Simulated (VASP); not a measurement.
Input of a VASP 6.6.1 run:

The input INCAR:

```
PREC = Accurate
ENCUT = 520
EDIFF = 1E-6
ISMEAR = 0
SIGMA = 0.1
LREAL = F
LASPH = T
NELM = 60
ALGO = Normal
ISIF = 2
LWAVE = F
LCHARG = T
GGA = PS
LELF = T
LVHAR = T
NBANDS = 8
```

File KPOINTS:

```
Automatic mesh
0
Gamma
  18 18 18
```

POSCAR

```
P
1.0
    2.4216127201      0.0000000000      0.0000000000
    0.0000000000      2.4216127201      0.0000000000
    0.0726483816      0.0000000000      2.4216127201
P
1
Direct
    0.0000000000      0.0000000000      0.0000000000
```

Potentials or basis: VASP PAW PBE potentials, release 64 (P).

Launch:

```sh
$ cat potpaw_PBE.64/P/POTCAR > POTCAR
$ mpirun -np 1 vasp_std > vasp.out
```

(1) Predict the pressure.

Answers

(1) 0.1 GPa.

Caveat: the cell differs from its parent crystal (shear of c along a, cell held: +3.0 %); the PAW data sets were made with another functional, which shifts forces and pressure a little.
